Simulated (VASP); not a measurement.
# Ge (Fd-3m) in VASP: a series of runs

The runs below take Ge through single point, with PBEsol.

All numbers are computed with VASP 6.6.1; they aren't measurements. Logs are shortened: lines on timing, memory, paths and dates and some standing lists are left out, and cuts for length are marked.

**1. The cell of the first run**

Symmetry: Fd-3m, No. 227, cubic system. Conventional cell: a = 4.416 Å, b = 4.416 Å, c = 4.416 Å, α = 90.00°, β = 90.00°, γ = 90.00°. Ge (site symmetry -43m) has 4 Ge at 1.91 Å within 2.5 Å.

**2. Single point, PBEsol**

INCAR

```
PREC = Accurate
ENCUT = 520
EDIFF = 1E-7
ISMEAR = -1
SIGMA = 0.05
LREAL = False
LASPH = True
NELM = 100
ALGO = Normal
ISIF = 2
LWAVE = False
LCHARG = True
GGA = PS
LELF = True
LVHAR = True
NBANDS = 21
```

KPOINTS

```
regular mesh
0
Gamma
  15 15 15
```

POSCAR

```
Ge
1.0
    0.0000000000      2.2078862445      2.2078862445
    2.2078862445      0.0000000000      2.2078862445
    2.2078862445      2.2078862445      0.0000000000
Ge
2
Direct
   -0.1250000000     -0.1250000000     -0.1250000000
    0.1250000000      0.1250000000      0.1250000000
```

Potentials or basis: VASP PAW PBE potentials, release 64 (Ge_d).

Command:

```bash
> cat potpaw_PBE.64/Ge_d/POTCAR > POTCAR
> mpirun -np 1 vasp_std > vasp.out
```

OUTCAR:

```text
PREC = Accurate
   ENCUT = 520
   EDIFF = 1E-7
   ISMEAR = -1
   LREAL = False
   LASPH = True
   NELM = 100
   ISIF = 2
   GGA = PS

 ion  position               nearest neighbor table
   1  0.875  0.875  0.875-   2 1.91   2 1.91   2 1.91   2 1.91
   2  0.125  0.125  0.125-   1 1.91   1 1.91   1 1.91   1 1.91

  LATTYP: Found a face centered cubic cell.
 ALAT       =     4.4157724890

  Lattice vectors:

 A1 = (   0.0000000000,   2.2078862445,   2.2078862445)
 A2 = (   2.2078862445,   0.0000000000,   2.2078862445)
 A3 = (   2.2078862445,   2.2078862445,   0.0000000000)

Analysis of symmetry for initial positions (statically):
=====================================================================
 Subroutine PRICEL returns:
 Original cell was already a primitive cell.

 Routine SETGRP: Setting up the symmetry group for a
 face centered cubic supercell.

 Subroutine GETGRP returns: Found 48 space group operations
 (whereof 12 operations were pure point group operations)
 out of a pool of 48 trial point group operations.

The static configuration has the point symmetry D_3d.
 The point group associated with its full space group is O_h .

Analysis of symmetry for dynamics (positions and initial velocities):
=====================================================================
 Subroutine PRICEL returns:
 Original cell was already a primitive cell.

 Routine SETGRP: Setting up the symmetry group for a
 face centered cubic supercell.

 Subroutine GETGRP returns: Found 48 space group operations
 (whereof 12 operations were pure point group operations)
 out of a pool of 48 trial point group operations.

The dynamic configuration has the point symmetry D_3d.
 The point group associated with its full space group is O_h .

 Subroutine INISYM returns: Found 48 space group operations
 (whereof 12 operations are pure point group operations),
 and found     1 'primitive' translations

----------------------------------------------------------------------------------------

                                     Primitive cell

  volume of cell :      21.5258

  direct lattice vectors                    reciprocal lattice vectors
     0.000000000  2.207886245  2.207886245    -0.226460943  0.226460943  0.226460943
     2.207886245  0.000000000  2.207886245     0.226460943 -0.226460943  0.226460943
     2.207886245  2.207886245  0.000000000     0.226460943  0.226460943 -0.226460943

  length of vectors
     3.122422671  3.122422671  3.122422671     0.392241858  0.392241858  0.392241858

  position of ions in fractional coordinates (direct lattice)
     0.875000000  0.875000000  0.875000000
     0.125000000  0.125000000  0.125000000

  ion indices of the primitive-cell ions
   primitive index   ion index
                 1           1
                 2           2

----------------------------------------------------------------------------------------

 KPOINTS: regular mesh

Automatic generation of k-mesh.
 Grid dimensions read from file:
 generate k-points for:   15   15   15

 Generating k-lattice:

  Cartesian coordinates                     Fractional coordinates (reciprocal lattice)
    -0.015097396  0.015097396  0.015097396     0.066666667  0.000000000  0.000000000
     0.015097396 -0.015097396  0.015097396     0.000000000  0.066666667  0.000000000
     0.015097396  0.015097396 -0.015097396     0.000000000  0.000000000  0.066666667

  Length of vectors
     0.026149457  0.026149457  0.026149457

  Shift w.r.t. Gamma in fractional coordinates (k-lattice)
     0.000000000  0.000000000  0.000000000

 Subroutine IBZKPT returns following result:
 ===========================================

 Found    120 irreducible k-points:

 Following reciprocal coordinates:
            Coordinates               Weight
  0.000000  0.000000  0.000000      1.000000
  0.066667  0.000000  0.000000      8.000000
  0.133333  0.000000  0.000000      8.000000
  0.200000  0.000000  0.000000      8.000000
  0.266667  0.000000  0.000000      8.000000
  0.333333  0.000000  0.000000      8.000000
[... 16 lines left out ...]
  0.133333  0.133333  0.000000      6.000000
  0.200000  0.133333  0.000000     24.000000
 [... further k-points ...]
   k-points           NKPTS =    120   k-points in BZ     NKDIM =    120   number of bands    NBANDS=     21
   number of dos      NEDOS =    301   number of ions     NIONS =      2
   total plane-waves  NPLWV =  13824
   dimension x,y,z NGX =    24 NGY =   24 NGZ =   24
   dimension x,y,z NGXF=    48 NGYF=   48 NGZF=   48
   ions per type =               2
   NGX,Y,Z   is equivalent  to a cutoff of  12.78, 12.78, 12.78 a.u.
   NGXF,Y,Z  is equivalent  to a cutoff of  25.56, 25.56, 25.56 a.u.
 SYSTEM =  unknown system
   PREC   = accura    normal or accurate (medium, high low for compatibility)
   ISTART =      0    job   : 0-new  1-cont  2-samecut
   ICHARG =      2    charge: 1-file 2-atom 10-const
   ISPIN  =      1    spin polarized calculation?
   LNONCOLLINEAR =      F non collinear calculations
   LSORBIT =      F    spin-orbit coupling
   LASPH  =      T    aspherical Exc in radial PAW
   ENCUT  =  520.0 eV  38.22 Ry    6.18 a.u.   5.81  5.81  5.81*2*pi/ulx,y,z
   NELM   =    100;   NELMIN=  2; NELMDL= -5     # of ELM steps
   EDIFF  = 0.1E-06   stopping-criterion for ELM
   LREAL  =      F    real-space projection
   EDIFFG = 0.1E-05   stopping-criterion for IOM
   NSW    =      0    number of steps for IOM
   IBRION =     -1    ionic relax: 0-MD 1-quasi-New 2-CG
   NFREE  =      0    steps in history (QN), initial steepest desc. (CG)
   ISIF   =      2    stress and relaxation
   ISYM   =      2    0-nonsym 1-usesym 2-fastsym
   POTIM  = 0.5000    time-step for ionic-motion
   TEBEG  =    0.0;   TEEND  =   0.0 temperature during run
   PSTRESS=    0.0 pullay stress
   NELECT =      28.0000    total number of electrons
   NUPDOWN=      -1.0000    fix difference up-down
   EMIN   =  10.00;   EMAX   =-10.00  energy-range for DOS
   EFERMI =   0.00;   METHOD = LEGACY
   ISMEAR =    -1;   SIGMA  =   0.05  broadening in eV -4-tet -1-fermi 0-gaus
   EFERMI_NEDOS =   21; number of points for ismear=-14 and -15
   IALGO  =     38    algorithm
   IMIX   =      4    mixing-type and parameters
     AMIX     =   0.40;   BMIX     =  1.00
     AMIX_MAG =   1.60;   BMIX_MAG =  1.00
  volume/ion in A,a.u.               =      10.76        72.63
  Fermi-wavevector in a.u.,A,eV,Ry     =   1.787067  3.377067 43.451677  3.193608
  Thomas-Fermi vector in A             =   2.850521
   LORBIT       =      0    0 simple, 1 ext, 2 COOP (PROOUT), +10 PAW based schemes
   GGA     = PS    functional components
   LHFCALC =     F    Hartree Fock is set to
   AEXX    =    0.0000 exact exchange contribution
   IVDW    =     0    specifies the selected vdW correction
   LEPSILON=     F    determine dielectric tensor
   LRPA    =     F    only Hartree local field effects (RPA)
 non-spin polarized calculation
  energy-cutoff  :      520.00
  volume of cell :       21.53
 maximum number of plane-waves:       590
   NGX = 11   NGY = 11   NGZ = 11

 number of electron      27.9999977 magnetization

 Free energy of the ion-electron system (eV)
  ---------------------------------------------------
  ext. energy  EPLUGINS =         0.00000000
  ---------------------------------------------------
  free energy    TOTEN  =         0.77680120 eV

  energy without entropy =        0.77902392  energy(sigma->0) =        0.77791256

 E-fermi :  14.9967     XC(G=0): -14.2475

 val. band max:       14.9494371381   @ k =   0.1333   0.0000   0.0000
 cond. band min:      15.0713959647   @ k =   0.4667   0.3333   0.0000
 fundamental gap:      0.1219588267
 Fermi energy:        14.9967123748

 k-point     1 :       0.0000    0.0000    0.0000
  band No.  band energies     occupation
      1     -12.5139      2.00000
      2     -12.5139      2.00000
      3     -12.5139      2.00000
      4     -12.4024      2.00000
      5     -12.4024      2.00000
      6     -11.2389      2.00000
[... 13 lines left out ...]
     20      27.4826      0.00000
     21      27.4826      0.00000

 k-point     2 :       0.0667    0.0000    0.0000
  band No.  band energies     occupation
      1     -12.5406      2.00000
      2     -12.5406      2.00000
      3     -12.5106      2.00000
      4     -12.3677      2.00000
      5     -12.3677      2.00000
      6     -11.2466      2.00000
[... 13 lines left out ...]
     20      26.0363      0.00000
     21      26.0363      0.00000

 k-point     3 :       0.1333    0.0000    0.0000
  band No.  band energies     occupation
      1     -12.5805      2.00000
      2     -12.5805      2.00000
      3     -12.5015      2.00000
      4     -12.3061      2.00000
      5     -12.3061      2.00000
      6     -11.2676      2.00000
[... 13 lines left out ...]
     20      24.9587      0.00000
     21      25.3845      0.00000

 k-point     4 :       0.2000    0.0000    0.0000
  band No.  band energies     occupation
      1     -12.6098      2.00000
      2     -12.6098      2.00000
      3     -12.4886      2.00000
      4     -12.2486      2.00000
      5     -12.2486      2.00000
      6     -11.2993      2.00000
[... 13 lines left out ...]
     20      24.6300      0.00000
     21      26.4478      0.00000

 k-point     5 :       0.2667    0.0000    0.0000
  band No.  band energies     occupation
      1     -12.6245      2.00000
      2     -12.6245      2.00000
      3     -12.4745      2.00000
      4     -12.2077      2.00000
      5     -12.2077      2.00000
      6     -11.3365      2.00000
[... 13 lines left out ...]
     20      25.3113      0.00000
     21      27.8087      0.00000
[... 382 lines left out ...]
     20      26.1549      0.00000
     21      26.9065      0.00000

 k-point    22 :      -0.0667    0.0667    0.0000
  band No.  band energies     occupation
      1     -12.5860      2.00000
      2     -12.5273      2.00000
      3     -12.5265      2.00000
      4     -12.3473      2.00000
      5     -12.3087      2.00000
      6     -11.2830      2.00000
[... 13 lines left out ...]
     20      25.0474      0.00000
     21      26.4185      0.00000

 k-point    23 :       0.1333    0.1333    0.0000
  band No.  band energies     occupation
      1     -12.6208      2.00000
      2     -12.5358      2.00000
      3     -12.5358      2.00000
      4     -12.3347      2.00000
      5     -12.2107      2.00000
      6     -11.4380      2.00000
[... 13 lines left out ...]
     20      26.4316      0.00000
     21      28.0423      0.00000

 k-point    24 :       0.2000    0.1333    0.0000
  band No.  band energies     occupation
      1     -12.6479      2.00000
      2     -12.5535      2.00000
      3     -12.5349      2.00000
      4     -12.2897      2.00000
      5     -12.1435      2.00000
      6     -11.5122      2.00000
[... 13 lines left out ...]
     20      27.2729      0.00000
     21      27.3893      0.00000

 [... further k-points ...]
[... 5 lines left out ...]
  --------------------------------------------------------------------------------------
  -------------------------------------------------------------------------------------
  Total       37.8685354     37.8685354     37.8685354      0.0000000      0.0000000     -0.0000000
  in kB     2818.5712292   2818.5712292   2818.5712292      0.0000000      0.0000000     -0.0000000
  external PRESSURE =    2818.5712292 kB  Pullay stress =       0.0000000 kB

 VOLUME and BASIS-vectors are now :
 -----------------------------------------------------------------------------
  energy-cutoff  :      520.00
  volume of cell :       21.53
      direct lattice vectors                 reciprocal lattice vectors
     0.000000000  2.207886245  2.207886245    -0.226460943  0.226460943  0.226460943
     2.207886245  0.000000000  2.207886245     0.226460943 -0.226460943  0.226460943
     2.207886245  2.207886245  0.000000000     0.226460943  0.226460943 -0.226460943

 POSITION                                       TOTAL-FORCE (eV/Angst)
 -----------------------------------------------------------------------------------
      3.86380      3.86380      3.86380         0.000000      0.000000      0.000000
      0.55197      0.55197      0.55197        -0.000000     -0.000000     -0.000000
 -----------------------------------------------------------------------------------
    total drift:                                0.000000      0.000000      0.000000

  FREE ENERGIE OF THE ION-ELECTRON SYSTEM (eV)
  ---------------------------------------------------
  free  energy   TOTEN  =         0.7768012006 eV

  energy  without entropy=        0.7790239231  energy(sigma->0) =        0.77791256
```

Wall time 27 s (1 thread of AMD EPYC 9R45 (Zen 5), shared host); peak memory 0.14 GiB.

Results:

- Free energy: 0.7768 eV
- Pressure: 281.9 GPa
- Band gap on the k mesh: zero (band 14 reaches 16.06 eV, above the bottom of band 15 at 14.49 eV)

Caveat: the PAW data sets were made with another functional, which shifts forces and pressure a little.

**3. Single point, PBEsol**

INCAR

```
SYSTEM = Ge
ALGO = Normal
EDIFF = 1E-7
ENCUT = 520
GGA = PS
ISIF = 2
ISMEAR = -1
LASPH = .True.
LCHARG = .True.
LELF = .True.
LREAL = .False.
LVHAR = .True.
LWAVE = .False.
NBANDS = 21
NELM = 60
PREC = Accurate
SIGMA = 0.05
```

KPOINTS

```
k-points
0
Gamma
  15 15 15
  0 0 0
```

POSCAR

```
Ge
1.0
    0.0000000000      2.2077086284      2.2077086284
    2.2077086284      0.0000000000      2.2077086284
    2.2077086284      2.2077086284      0.0000000000
Ge
2
Direct
   -0.1250000000     -0.1250000000     -0.1250000000
    0.1250000000      0.1250000000      0.1250000000
```

Potentials or basis: VASP PAW PBE potentials, release 64 (Ge_d).

Command:

```bash
> cat potpaw_PBE.64/Ge_d/POTCAR > POTCAR
> mpirun -np 1 vasp_std > vasp.out
```

OUTCAR:

```text
SYSTEM = Ge
   EDIFF = 1E-7
   ENCUT = 520
   GGA = PS
   ISIF = 2
   ISMEAR = -1
   LASPH = .True.
   LREAL = .False.
   NELM = 60
   PREC = Accurate

 ion  position               nearest neighbor table
   1  0.875  0.875  0.875-   2 1.91   2 1.91   2 1.91   2 1.91
   2  0.125  0.125  0.125-   1 1.91   1 1.91   1 1.91   1 1.91

  LATTYP: Found a face centered cubic cell.
 ALAT       =     4.4154172568

  Lattice vectors:

 A1 = (   0.0000000000,   2.2077086284,   2.2077086284)
 A2 = (   2.2077086284,   0.0000000000,   2.2077086284)
 A3 = (   2.2077086284,   2.2077086284,   0.0000000000)

Analysis of symmetry for initial positions (statically):
=====================================================================
 Subroutine PRICEL returns:
 Original cell was already a primitive cell.

 Routine SETGRP: Setting up the symmetry group for a
 face centered cubic supercell.

 Subroutine GETGRP returns: Found 48 space group operations
 (whereof 12 operations were pure point group operations)
 out of a pool of 48 trial point group operations.

The static configuration has the point symmetry D_3d.
 The point group associated with its full space group is O_h .

[... 152 lines left out ...]
 Free energy of the ion-electron system (eV)
  ---------------------------------------------------
  ext. energy  EPLUGINS =         0.00000000
  ---------------------------------------------------
  free energy    TOTEN  =         0.78594275 eV

  energy without entropy =        0.78816713  energy(sigma->0) =        0.78705494

 E-fermi :  15.0014     XC(G=0): -14.2490

 val. band max:       14.9543469624   @ k =   0.1333   0.0000   0.0000
 cond. band min:      15.0756353537   @ k =   0.4667   0.3333   0.0000
 fundamental gap:      0.1212883913
 Fermi energy:        15.0013657313

 k-point     1 :       0.0000    0.0000    0.0000
  band No.  band energies     occupation
      1     -12.5111      2.00000
      2     -12.5111      2.00000
      3     -12.5111      2.00000
      4     -12.3996      2.00000
      5     -12.3996      2.00000
      6     -11.2356      2.00000
[... 565 lines left out ...]
     20      27.2783      0.00000
     21      27.3959      0.00000

 [... further k-points ...]
[... 5 lines left out ...]
  --------------------------------------------------------------------------------------
  -------------------------------------------------------------------------------------
  Total       37.8922875     37.8922875     37.8922875     -0.0000000     -0.0000000      0.0000000
  in kB     2821.0198687   2821.0198687   2821.0198687     -0.0000000     -0.0000000      0.0000000
  external PRESSURE =    2821.0198687 kB  Pullay stress =       0.0000000 kB

 VOLUME and BASIS-vectors are now :
 -----------------------------------------------------------------------------
  energy-cutoff  :      520.00
  volume of cell :       21.52
      direct lattice vectors                 reciprocal lattice vectors
     0.000000000  2.207708628  2.207708628    -0.226479162  0.226479162  0.226479162
     2.207708628  0.000000000  2.207708628     0.226479162 -0.226479162  0.226479162
     2.207708628  2.207708628  0.000000000     0.226479162  0.226479162 -0.226479162

 POSITION                                       TOTAL-FORCE (eV/Angst)
 -----------------------------------------------------------------------------------
      3.86349      3.86349      3.86349        -0.000000      0.000000      0.000000
      0.55193      0.55193      0.55193         0.000000     -0.000000     -0.000000
 -----------------------------------------------------------------------------------
    total drift:                                0.000000      0.000000      0.000000

  FREE ENERGIE OF THE ION-ELECTRON SYSTEM (eV)
  ---------------------------------------------------
  free  energy   TOTEN  =         0.7859427534 eV

  energy  without entropy=        0.7881671273  energy(sigma->0) =        0.78705494
```

OSZICAR:

```text
N       E                     dE             d eps       ncg     rms          rms(c)
DAV:   1     0.166167037698E+03    0.16617E+03   -0.12934E+04  6295   0.424E+03
DAV:   2     0.170627622857E+02   -0.14910E+03   -0.14367E+03  5065   0.566E+02
DAV:   3     0.165929466493E+00   -0.16897E+02   -0.16780E+02  5538   0.126E+02
DAV:   4    -0.172146429364E+00   -0.33808E+00   -0.33782E+00  5808   0.199E+01
DAV:   5    -0.175698851595E+00   -0.35524E-02   -0.35523E-02  5613   0.205E+00    0.843E+00
DAV:   6     0.494173532060E+00    0.66987E+00   -0.18058E-01  6739   0.286E+00    0.468E+00
DAV:   7     0.785819632090E+00    0.29165E+00   -0.21860E-01  6380   0.304E+00    0.385E-01
DAV:   8     0.785965660294E+00    0.14603E-03   -0.15706E-02  6806   0.112E+00    0.185E-01
DAV:   9     0.785949146261E+00   -0.16514E-04   -0.69429E-04  6315   0.302E-01    0.409E-02
DAV:  10     0.785939620642E+00   -0.95256E-05   -0.17655E-05  6950   0.954E-02    0.755E-03
DAV:  11     0.785942087045E+00    0.24664E-05   -0.36909E-06  6536   0.294E-02    0.396E-03
DAV:  12     0.785942720209E+00    0.63316E-06   -0.24380E-07  4996   0.907E-03    0.535E-04
DAV:  13     0.785942753380E+00    0.33171E-07   -0.24856E-08  3461   0.200E-03
   1 F= 0.78594275E+00 E0= 0.78705494E+00  d E =-.222437E-02
```

stdout:

```text
POSCAR found type information on POSCAR Ge
 POSCAR found :  1 types and       2 ions
 scaLAPACK will be used
 -----------------------------------------------------------------------------
|                                                                             |
|                                                                             |
|     You enforced a specific xc type in the INCAR file but a different       |
|     I HOPE YOU KNOW WHAT YOU ARE DOING!                                     |
|                                                                             |
 -----------------------------------------------------------------------------

 LDA part: xc-table for (Slater+PW92), standard interpolation
 POSCAR, INCAR and KPOINTS ok, starting setup
 FFT: planning ... GRIDC
 FFT: planning ... GRID_SOFT
 FFT: planning ... GRID
 WAVECAR not read
 entering main loop
```

Wall time 27 s (1 thread of AMD EPYC 9R45 (Zen 5), shared host); peak memory 0.14 GiB.

What came out:

```yaml
Free_energy: 0.7859 eV
Pressure: 282.1 GPa
Band_gap_on_the_k_mesh: zero (band 14 reaches 16.06 eV, above the bottom of band 15 at 14.50 eV)
```

Levels at points of the mesh, in eV from the Fermi level:
```tsv
k point	band 12	band 13	band 14	band 15	band 16	band 17
(0.00, 0.00, 0.00)	1.06	1.06	1.06	3.14	3.14	3.14
```

Caveat: the PAW data sets were made with another functional, which shifts forces and pressure a little.
